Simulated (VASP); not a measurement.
# AlFe (Pm-3m) in VASP: a series of runs

The runs below take AlFe through single point, with PBE.

Everything below comes from runs of VASP 6.6.1. Logs are shortened: lines on timing, memory, paths and dates and some standing lists are left out, and cuts for length are marked.

**1. The cell of the first run**

The structure is cubic, space group Pm-3m (No. 221). Conventional cell: a = 2.861 Å, b = 2.861 Å, c = 2.861 Å, α = 90.00°, β = 90.00°, γ = 90.00°. Al (site symmetry m-3m) has 8 Fe at 2.48 Å and 6 Al at 2.86 Å within 3.3 Å. Fe (site symmetry m-3m) has 8 Al at 2.48 Å and 6 Fe at 2.86 Å within 3.3 Å.

**2. Single point, PBE (volume scaled by 0.95)**

Input file INCAR:

```
ALGO = Normal
EDIFF = 1E-6
ENCUT = 520
GGA = PE
ISIF = 2
ISMEAR = -1
LASPH = True
LCHARG = False
LREAL = False
LWAVE = False
NBANDS = 12
NELM = 100
PREC = Accurate
SIGMA = 0.1
```

Input file KPOINTS:

```
k-points
0
Gamma
  11 11 11
```

Input file POSCAR:

```
AlFe
1.0
    2.8606684360      0.0000000000      0.0000000000
    0.0000000000      2.8606684360      0.0000000000
    0.0000000000      0.0000000000      2.8606684360
Al Fe
1 1
Direct
    0.0000000000      0.0000000000      0.0000000000
    0.5000000000      0.5000000000      0.5000000000
```

Potentials or basis: VASP PAW PBE potentials, release 64 (Al, Fe).

The run is started by

```console
$ cat potpaw_PBE.64/Al/POTCAR potpaw_PBE.64/Fe/POTCAR > POTCAR
$ mpirun -np 1 vasp_std > vasp.out
```

OUTCAR:

```text
EDIFF = 1E-6
   ENCUT = 520
   GGA = PE
   ISIF = 2
   ISMEAR = -1
   LASPH = True
   LREAL = False
   NELM = 100
   PREC = Accurate

 ion  position               nearest neighbor table
   1  0.000  0.000  0.000-   2 2.48   2 2.48   2 2.48   2 2.48   2 2.48   2 2.48   2 2.48   2 2.48

   2  0.500  0.500  0.500-   1 2.48   1 2.48   1 2.48   1 2.48   1 2.48   1 2.48   1 2.48   1 2.48

  LATTYP: Found a simple cubic cell.
 ALAT       =     2.8606684360

  Lattice vectors:

 A1 = (   2.8606684360,   0.0000000000,   0.0000000000)
 A2 = (   0.0000000000,   2.8606684360,   0.0000000000)
 A3 = (   0.0000000000,   0.0000000000,   2.8606684360)

Analysis of symmetry for initial positions (statically):
=====================================================================
 Subroutine PRICEL returns:
 Original cell was already a primitive cell.

 Routine SETGRP: Setting up the symmetry group for a
 simple cubic supercell.

 Subroutine GETGRP returns: Found 48 space group operations
[... 9 lines left out ...]

 Routine SETGRP: Setting up the symmetry group for a
 simple cubic supercell.

 Subroutine GETGRP returns: Found 48 space group operations
[... 11 lines left out ...]
                                     Primitive cell

  volume of cell :      23.4101

  direct lattice vectors                    reciprocal lattice vectors
     2.860668436  0.000000000  0.000000000     0.349568649  0.000000000  0.000000000
     0.000000000  2.860668436  0.000000000     0.000000000  0.349568649  0.000000000
     0.000000000  0.000000000  2.860668436     0.000000000  0.000000000  0.349568649

  length of vectors
     2.860668436  2.860668436  2.860668436     0.349568649  0.349568649  0.349568649

  position of ions in fractional coordinates (direct lattice)
[... 8 lines left out ...]
----------------------------------------------------------------------------------------

 KPOINTS: k-points

Automatic generation of k-mesh.
 Grid dimensions read from file:
 generate k-points for:   11   11   11

 Generating k-lattice:

  Cartesian coordinates                     Fractional coordinates (reciprocal lattice)
     0.031778968  0.000000000  0.000000000     0.090909091  0.000000000  0.000000000
     0.000000000  0.031778968  0.000000000     0.000000000  0.090909091  0.000000000
     0.000000000  0.000000000  0.031778968     0.000000000  0.000000000  0.090909091

  Length of vectors
     0.031778968  0.031778968  0.031778968

  Shift w.r.t. Gamma in fractional coordinates (k-lattice)
     0.000000000  0.000000000  0.000000000

 Subroutine IBZKPT returns following result:
 ===========================================

 Found     56 irreducible k-points:

 Following reciprocal coordinates:
            Coordinates               Weight
  0.000000  0.000000  0.000000      1.000000
  0.090909  0.000000  0.000000      6.000000
  0.181818  0.000000  0.000000      6.000000
  0.272727  0.000000  0.000000      6.000000
  0.363636  0.000000  0.000000      6.000000
  0.454545  0.000000  0.000000      6.000000
[... 16 lines left out ...]
  0.181818  0.090909  0.090909     24.000000
  0.272727  0.090909  0.090909     24.000000
 [... further k-points ...]
   k-points           NKPTS =     56   k-points in BZ     NKDIM =     56   number of bands    NBANDS=     12
   number of dos      NEDOS =    301   number of ions     NIONS =      2
   total plane-waves  NPLWV =  13824
   dimension x,y,z NGX =    24 NGY =   24 NGZ =   24
   dimension x,y,z NGXF=    48 NGYF=   48 NGZF=   48
   ions per type =               1   1
   NGX,Y,Z   is equivalent  to a cutoff of  13.95, 13.95, 13.95 a.u.
   NGXF,Y,Z  is equivalent  to a cutoff of  27.89, 27.89, 27.89 a.u.
 SYSTEM =  unknown system
   PREC   = accura    normal or accurate (medium, high low for compatibility)
   ISTART =      0    job   : 0-new  1-cont  2-samecut
   ICHARG =      2    charge: 1-file 2-atom 10-const
   ISPIN  =      1    spin polarized calculation?
   LNONCOLLINEAR =      F non collinear calculations
   LSORBIT =      F    spin-orbit coupling
   LASPH  =      T    aspherical Exc in radial PAW
   ENCUT  =  520.0 eV  38.22 Ry    6.18 a.u.   5.32  5.32  5.32*2*pi/ulx,y,z
   NELM   =    100;   NELMIN=  2; NELMDL= -5     # of ELM steps
   EDIFF  = 0.1E-05   stopping-criterion for ELM
   LREAL  =      F    real-space projection
   EDIFFG = 0.1E-04   stopping-criterion for IOM
   NSW    =      0    number of steps for IOM
   IBRION =     -1    ionic relax: 0-MD 1-quasi-New 2-CG
   NFREE  =      0    steps in history (QN), initial steepest desc. (CG)
   ISIF   =      2    stress and relaxation
   ISYM   =      2    0-nonsym 1-usesym 2-fastsym
   POTIM  = 0.5000    time-step for ionic-motion
   TEBEG  =    0.0;   TEEND  =   0.0 temperature during run
   PSTRESS=    0.0 pullay stress
   NELECT =      11.0000    total number of electrons
   NUPDOWN=      -1.0000    fix difference up-down
   EMIN   =  10.00;   EMAX   =-10.00  energy-range for DOS
   EFERMI =   0.00;   METHOD = LEGACY
   ISMEAR =    -1;   SIGMA  =   0.10  broadening in eV -4-tet -1-fermi 0-gaus
   EFERMI_NEDOS =   21; number of points for ismear=-14 and -15
   IALGO  =     38    algorithm
   IMIX   =      4    mixing-type and parameters
     AMIX     =   0.40;   BMIX     =  1.00
     AMIX_MAG =   1.60;   BMIX_MAG =  1.00
  volume/ion in A,a.u.               =      11.71        78.99
  Fermi-wavevector in a.u.,A,eV,Ry     =   1.272736  2.405122 22.039479  1.619856
  Thomas-Fermi vector in A             =   2.405598
   LORBIT       =      0    0 simple, 1 ext, 2 COOP (PROOUT), +10 PAW based schemes
   GGA     = PE    functional components
   LHFCALC =     F    Hartree Fock is set to
   AEXX    =    0.0000 exact exchange contribution
   IVDW    =     0    specifies the selected vdW correction
   LEPSILON=     F    determine dielectric tensor
   LRPA    =     F    only Hartree local field effects (RPA)
 non-spin polarized calculation
  energy-cutoff  :      520.00
  volume of cell :       23.41
 maximum number of plane-waves:       647
 NGX is ok and might be reduce to    24
   NGX = 11   NGY = 11   NGZ = 11

 number of electron      10.9999998 magnetization

 Free energy of the ion-electron system (eV)
  ---------------------------------------------------
  ext. energy  EPLUGINS =         0.00000000
  ---------------------------------------------------
  free energy    TOTEN  =       -12.65745460 eV

  energy without entropy =      -12.56372220  energy(sigma->0) =      -12.61058840

 E-fermi :   8.0636     XC(G=0): -12.2150

 val. band max:        8.0599413508   @ k =   0.1818   0.0909   0.0909
 cond. band min:       8.0773774253   @ k =   0.4545   0.3636   0.3636
 fundamental gap:      0.0174360745
 Fermi energy:         8.0635549535

 k-point     1 :       0.0000    0.0000    0.0000
  band No.  band energies     occupation
      1      -2.3218      2.00000
      2       5.8025      2.00000
      3       5.8025      2.00000
      4       8.2087      0.37952
      5       8.2087      0.37950
      6       8.2087      0.37950
      7      14.6262      0.00000
      8      14.6262      0.00000
      9      14.6262      0.00000
     10      17.5949      0.00000
     11      17.5949      0.00000
     12      24.1471      0.00000

 k-point     2 :       0.0909    0.0000    0.0000
  band No.  band energies     occupation
      1      -2.1653      2.00000
      2       5.7814      2.00000
      3       5.8510      2.00000
      4       8.1097      0.77329
      5       8.1097      0.77326
      6       8.2189      0.34910
      7      13.4104      0.00000
      8      14.8561      0.00000
      9      14.8561      0.00000
     10      17.5492      0.00000
     11      18.7162      0.00000
     12      24.6414      0.00000

 k-point     3 :       0.1818    0.0000    0.0000
  band No.  band energies     occupation
      1      -1.7005      2.00000
      2       5.6356      2.00000
      3       5.9847      2.00000
      4       7.8645      1.75956
      5       7.8645      1.75954
      6       8.2464      0.27678
      7      11.6063      0.00000
      8      15.4971      0.00000
      9      15.4971      0.00000
     10      17.4173      0.00000
     11      20.2211      0.00000
     12      26.1893      0.00000

 k-point     4 :       0.2727    0.0000    0.0000
  band No.  band energies     occupation
      1      -0.9427      2.00000
      2       5.1253      2.00000
      3       6.1687      2.00000
      4       7.5785      1.98448
      5       7.5785      1.98448
      6       8.2827      0.20100
      7      10.2443      0.00000
      8      16.4512      0.00000
      9      16.4512      0.00000
     10      17.2216      0.00000
     11      21.3728      0.00000
     12      24.3794      0.00000

 k-point     5 :       0.3636    0.0000    0.0000
  band No.  band energies     occupation
      1       0.0809      2.00000
      2       4.0838      2.00000
      3       6.3478      2.00000
      4       7.3419      1.99853
      5       7.3419      1.99853
      6       8.3163      0.14788
      7       9.5733      0.00000
      8      17.0159      0.00000
      9      17.6338      0.00000
     10      17.6338      0.00000
     11      22.3614      0.00000
     12      22.4694      0.00000
[... 228 lines left out ...]
      1       3.2104      2.00000
      2       5.2751      2.00000
      3       6.0232      2.00000
      4       6.4419      2.00000
      5       7.4484      1.99575
      6       7.4577      1.99533
      7       8.9759      0.00022
      8      11.8187      0.00000
      9      12.7275      0.00000
     10      21.0766      0.00000
     11      23.5073      0.00000
     12      24.2238      0.00000

 k-point    22 :       0.0909    0.0909    0.0909
  band No.  band energies     occupation
      1      -1.8551      2.00000
      2       5.8541      2.00000
      3       5.8541      2.00000
      4       7.9626      1.46587
      5       8.0396      1.11922
      6       8.0396      1.11920
      7      13.5680      0.00000
      8      13.5680      0.00000
      9      14.3462      0.00000
     10      19.3334      0.00000
     11      19.3334      0.00000
     12      25.4741      0.00000

 k-point    23 :       0.1818    0.0909    0.0909
  band No.  band energies     occupation
      1      -1.3965      2.00000
      2       5.7461      2.00000
      3       5.9873      2.00000
      4       7.7268      1.93333
      5       7.7726      1.89665
      6       8.0599      1.01807
      7      11.8888      0.00000
      8      14.0758      0.00000
      9      14.7600      0.00000
     10      19.2934      0.00000
     11      21.1319      0.00000
     12      24.9535      0.00000

 k-point    24 :       0.2727    0.0909    0.0909
  band No.  band energies     occupation
      1      -0.6499      2.00000
      2       5.2734      2.00000
      3       6.1766      2.00000
      4       7.4562      1.99540
      5       7.5033      1.99265
      6       8.1022      0.80892
      7      10.4680      0.00000
      8      14.7702      0.00000
      9      15.5863      0.00000
     10      19.1641      0.00000
     11      22.5414      0.00000
     12      23.2744      0.00000

 [... further k-points ...]
[... 5 lines left out ...]
  --------------------------------------------------------------------------------------
  -------------------------------------------------------------------------------------
  Total        0.2889506      0.2889506      0.2889506      0.0000000      0.0000000      0.0000000
  in kB       19.7756889     19.7756889     19.7756889      0.0000000      0.0000000      0.0000000
  external PRESSURE =      19.7756889 kB  Pullay stress =       0.0000000 kB

 VOLUME and BASIS-vectors are now :
 -----------------------------------------------------------------------------
  energy-cutoff  :      520.00
  volume of cell :       23.41
      direct lattice vectors                 reciprocal lattice vectors
     2.860668436  0.000000000  0.000000000     0.349568649  0.000000000  0.000000000
     0.000000000  2.860668436  0.000000000     0.000000000  0.349568649  0.000000000
     0.000000000  0.000000000  2.860668436     0.000000000  0.000000000  0.349568649

 POSITION                                       TOTAL-FORCE (eV/Angst)
 -----------------------------------------------------------------------------------
      0.00000      0.00000      0.00000         0.000000      0.000000      0.000000
      1.43033      1.43033      1.43033         0.000000      0.000000      0.000000
 -----------------------------------------------------------------------------------
    total drift:                                0.000000     -0.000000     -0.000000

  FREE ENERGIE OF THE ION-ELECTRON SYSTEM (eV)
  ---------------------------------------------------
  free  energy   TOTEN  =       -12.6574546049 eV

  energy  without entropy=      -12.5637221986  energy(sigma->0) =      -12.61058840
```

Wall time 5.1 s (1 thread of Intel Xeon 6975P-C (Granite Rapids), shared host); peak memory 0.14 GiB.

What came out:

```
Free energy : -12.6575 eV
Pressure    : 2.0 GPa
```

Caveat: the cell differs from its parent crystal (volume scaled by 0.95). Spin polarisation is off, so any magnetic state and its effect on volume and gap are missing.

**3. Single point, PBE**

This run uses another cell than the first one, of 12.32 Å³/atom, 1.053 times its volume.

Input file INCAR:

```
SYSTEM = AlFe
  PREC = Accurate
  ENCUT = 520
  EDIFF = 1E-7
  ISMEAR = -1
  SIGMA = 0.1
  LREAL = .False.
  LASPH = .True.
  NELM = 80
  ALGO = Normal
  ISIF = 2
  LWAVE = .False.
  LCHARG = .False.
  GGA = PE
  NBANDS = 12
```

Input file KPOINTS:

```
regular mesh
0
Gamma
  11 11 11
  0 0 0
```

Input file POSCAR:

```
AlFe
1.0
    2.9100000000      0.0000000000      0.0000000000
    0.0000000000      2.9100000000      0.0000000000
    0.0000000000      0.0000000000      2.9100000000
Al Fe
1 1
Direct
    0.0000000000      0.0000000000      0.0000000000
    0.5000000000      0.5000000000      0.5000000000
```

Potentials or basis: VASP PAW PBE potentials, release 64 (Al, Fe).

The run is started by

```console
$ cat potpaw_PBE.64/Al/POTCAR potpaw_PBE.64/Fe/POTCAR > POTCAR
$ mpirun -np 1 vasp_std > vasp.out
```

Run time: 5.5 s. Hardware: 1 thread of Intel Xeon 6975P-C (Granite Rapids), shared host; peak memory 0.14 GiB.

Results (log left out):

```yaml
Free_energy: -12.6381 eV
Pressure: -6.6 GPa
```

Levels at points of the mesh, in eV from the Fermi level:
```tsv
k point	band 2	band 3	band 4	band 5	band 6	band 7	band 8	band 9	band 10	band 11
(0.00, 0.00, 0.00)	-2.09	-2.09	0.13	0.13	0.13	6.25	6.25	6.25	9.26	9.26
```

Spin polarisation is off, so any magnetic state and its effect on volume and gap are missing.

[end of part 1 of 2]
